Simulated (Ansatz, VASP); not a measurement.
**One calculation of Nb, two programs**

```
Nb
1.0
     0.00000    2.00925    2.16787
     2.00925    0.00000    2.16787
     2.00925    2.00925    0.00000
Nb
1
Direct
  0.00000 0.00000 0.00000
```

Change from the starting cell: strain -0.050 along x and y, +0.025 along z, atoms carried along.

Alike in both runs: task single point; functional PBE; k mesh 20 × 20 × 20; occupations gaussian, width 0.15 eV; no spin polarisation.

|  | VASP | Ansatz |
| --- | --- | --- |
| version | VASP 6.6.1 | Ansatz 0.2.0 |
| potentials or method | VASP PAW PBE potentials, release 64 (Nb_sv), cutoff 520 eV | scalar-relativistic, plane waves, PAW |
| valence electrons in the cell | 13 | 13 |

```tsv
	VASP	Ansatz	Ansatz less VASP
gap on the k mesh at the Fermi level (eV)	none	none	-
pressure (GPa)	11.6	12.0	+0.34
traceless stress, the component that is largest in VASP (GPa)	11.00	11.07	+0.073
```

A gap of «none» marks a metal or a gap that the smearing closes. With one functional, cell and mesh, what is left measures potentials, basis and numerics.
